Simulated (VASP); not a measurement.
## TlBr: relaxation of cell and atoms with PBE

Crystal: TlBr.

```
Tl Br
1.0
     3.98000    0.00000    0.00000
     0.00000    3.98000    0.00000
     0.00000    0.00000    3.98000
Tl Br
1 1
Direct
  0.00000 0.00000 0.00000
  0.50000 0.50000 0.50000
```

* Program: VASP 6.6.1
* Task: relaxation of cell and atoms
* Functional: PBE
* Potentials or basis: VASP PAW PBE potentials, release 64 (Tl_d, Br)
* Cutoff: 500 eV
* k mesh: 4 × 4 × 4
* Occupations: gaussian, width 0.01 eV
* Spin: no spin polarisation
* Target pressure: 10 GPa
* Dipole correction: no
* Further INCAR settings: ALGO = Normal; EDIFF = 1e-07; IBRION = 2; EDIFFG = -0.05; NSW = 80; ISIF = 3

The relaxed volume is 25.77 Å³/atom, the relaxed cell is a = 3.722 Å, b = 3.722 Å, c = 3.722 Å, α = 90.00°, β = 90.00°, γ = 90.00° and the space group after relaxing (to 0.1 Å) is Pm-3m (No. 221). The energy change on relaxing (the run minimises the enthalpy) is +175.5 meV/atom. The ionic steps are 3. The pressure after relaxing is 10.0 GPa and the band gap on the k mesh is 1.08 eV (least direct gap 1.22 eV).

The path:
| step | energy change (eV) | largest force (eV/Å) | pressure (GPa) | volume (Å³) |
| --- | --- | --- | --- | --- |
| 1 | 0.0000 | 0.0000 | 1.32 | 63.04 |
| 2 | 0.5620 | 0.0000 | 14.10 | 48.72 |
| 3 | 0.3509 | 0.0000 | 10.01 | 51.54 |

Final structure:
```cif
data_structure
_symmetry_space_group_name_H-M 'P 1'
_symmetry_Int_Tables_number 1
_cell_length_a 3.7215
_cell_length_b 3.7215
_cell_length_c 3.7215
_cell_angle_alpha 90.000
_cell_angle_beta 90.000
_cell_angle_gamma 90.000
_cell_volume 51.54
loop_
_atom_site_label
_atom_site_type_symbol
_atom_site_fract_x
_atom_site_fract_y
_atom_site_fract_z
_atom_site_occupancy
Tl1 Tl 0.00000 0.00000 0.00000 1
Br1 Br 0.50000 0.50000 0.50000 1
```

Levels at points of the mesh, in eV from the valence-band top:
```csv
k point,band 6,band 7,band 8,band 9,band 10,band 11,band 12,band 13,band 14
"(0.00, 0.00, 0.00)",-10.47,-5.27,-2.36,-2.36,-2.36,6.27,6.27,7.88,7.88
"(0.50, 0.00, 0.00)",-10.46,-7.06,-1.58,-1.58,0.00,1.22,5.49,5.49,7.03
"(0.50, 0.50, 0.00)",-10.36,-4.58,-4.58,-4.38,-1.52,4.96,4.96,7.43,7.90
"(0.50, 0.50, 0.50)",-10.35,-3.06,-3.06,-3.06,-2.84,1.08,1.08,1.08,14.03
```

Wall time 14 s on 1 thread of Intel(R) Xeon(R) Platinum 8488C (Sapphire Rapids), on a shared host, peak memory 0.17 GiB.

Caveat: the cell is relaxed towards a set pressure, so the run minimises the enthalpy, not the energy; the volume moved by over 15 % at a fixed basis, so the end points are rough; spin-orbit coupling is left out, which moves the levels of the heavy elements. A k mesh can miss the band edges.
